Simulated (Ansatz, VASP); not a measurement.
Hf in VASP and in Ansatz

```
Hf
1.0
    -1.77529    1.77529    1.77529
     1.77529   -1.77529    1.77529
     1.77529    1.77529   -1.77529
Hf
1
Cartesian
  0.0000 0.0000 0.0000
```

Alike in both runs: task relaxation of cell and atoms; functional r2SCAN; k mesh 12 × 12 × 12; occupations fermi-dirac, width 0.1 eV; no spin polarisation.

```csv
,VASP,Ansatz
version,VASP 6.6.1,Ansatz 0.2.0
potentials or method,"VASP PAW PBE potentials, release 64 (Hf_pv), cutoff 600 eV","plane waves (500 eV) with PAW, scalar-relativistic"
valence electrons in the cell,10,26
```

```csv
,VASP,Ansatz,Ansatz less VASP
relaxed volume (Å³/atom),22.13,22.22,+0.089
relaxed cell length with the largest relative difference (Å),3.063,3.067,+0.0041
```

VASP's potentials were made for PBE, not for r2SCAN. VASP's potentials hold 10 valence electrons a cell and Ansatz's 26, so a difference there can come from the potentials and not from the codes.

Spin-orbit coupling is off throughout.
